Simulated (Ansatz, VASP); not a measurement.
## Tl in VASP and in Ansatz

```
Tl
1.0
     0.00000    4.63322    4.63322
     4.63322    0.00000    4.63322
     4.63322    4.63322    0.00000
Tl
4
Direct
  0.12500 0.12500 0.12500
  0.12500 0.12500 0.62500
  0.12500 0.62500 0.12500
  0.62500 0.12500 0.12500
```

Alike in both runs: functional PBE; k mesh 10 × 10 × 10; occupations gaussian, width 0.1 eV; no spin polarisation.

Ansatz relaxed the structure, and its values are those at the end. VASP's run is a single point on that final structure, the one shown.

|  | VASP | Ansatz |
| --- | --- | --- |
| version | VASP 6.6.1 | Ansatz 0.2.0 |
| potentials or method | VASP PAW PBE potentials, release 64 (Tl_d), cutoff 520 eV | scalar-relativistic, plane waves, PAW |
| valence electrons in the cell | 52 | 52 |

|  | VASP | Ansatz | Ansatz less VASP |
| --- | --- | --- | --- |
| gap on the k mesh at the Fermi level (eV) | none | none | - |
| pressure (GPa) | 0.0 | 0.0 | +0.04 |

A gap of «none» marks a metal or a gap that the smearing closes.

Spin-orbit coupling is off throughout.
